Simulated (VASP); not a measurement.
Wanted: the native input for a VASP 6.6.1 run.

```yaml
Task: single point
Functional: r2SCAN
Potentials_or_basis: VASP PAW PBE potentials, release 64 (In_d, As)
Cutoff: 520 eV
k_mesh: 8 × 8 × 8
Occupations: gaussian, width 0.01 eV
Spin: no spin polarisation
Dipole_correction: no
Further_INCAR_settings: ALGO = Normal; EDIFF = 1e-06; NBANDS = 16
```

InAs:

```
In As
1.0
     0.00000    2.93241    2.93241
     2.93241    0.00000    2.93241
     2.93241    2.93241    0.00000
In As
1 1
Direct
  0.00000 0.00000 0.00000
  0.25000 0.25000 0.25000
```

This cell differs from its parent crystal: strain -4.0%.

One way to write it, as run:

POSCAR

```
InAs
1.0
    0.0000000000      2.9324068541      2.9324068541
    2.9324068541      0.0000000000      2.9324068541
    2.9324068541      2.9324068541      0.0000000000
In As
1 1
Direct
    0.0000000000      0.0000000000      0.0000000000
    0.2500000000      0.2500000000      0.2500000000
```

INCAR.step1

```
SYSTEM = InAs
  PREC = Accurate
  ENCUT = 520
  ISMEAR = 0
  SIGMA = 0.01
  LREAL = .FALSE.
  LASPH = .TRUE.
  NELM = 60
  NBANDS = 16
  GGA = PE
  ALGO = Normal
  EDIFF = 1E-4
  LWAVE = .TRUE.
  LCHARG = .FALSE.
```

INCAR.step2

```
SYSTEM = InAs
  PREC = Accurate
  ENCUT = 520
  EDIFF = 1E-6
  ISMEAR = 0
  SIGMA = 0.01
  LREAL = .FALSE.
  LASPH = .TRUE.
  NELM = 60
  ALGO = Normal
  ISIF = 2
  LWAVE = .FALSE.
  LCHARG = .FALSE.
  METAGGA = R2SCAN
  LMIXTAU = .TRUE.
  NBANDS = 16
  ISTART = 1
```

KPOINTS

```
regular mesh
0
G
  8 8 8
  0 0 0
```

Potentials or basis: VASP PAW PBE potentials, release 64 (In_d, As).

Command:

```sh
$ cat potpaw_PBE.64/In_d/POTCAR potpaw_PBE.64/As/POTCAR > POTCAR
$ cp INCAR.step1 INCAR
$ mpirun -np 1 vasp_std > vasp.out
$ cp INCAR.step2 INCAR
$ mpirun -np 1 vasp_std > vasp.out
```

It gave:

- Pressure: 9.4 GPa
- Band gap on the k mesh: 0.76 eV, direct

Caveat: the cell differs from its parent crystal (strain -4.0%); the PAW data sets were made with another functional, which shifts forces and pressure a little; spin-orbit coupling is left out, which moves the levels of the heavy elements.

Wall time 3.2 min on 1 thread of AMD EPYC 7R13, on a shared host, peak memory 0.16 GiB.
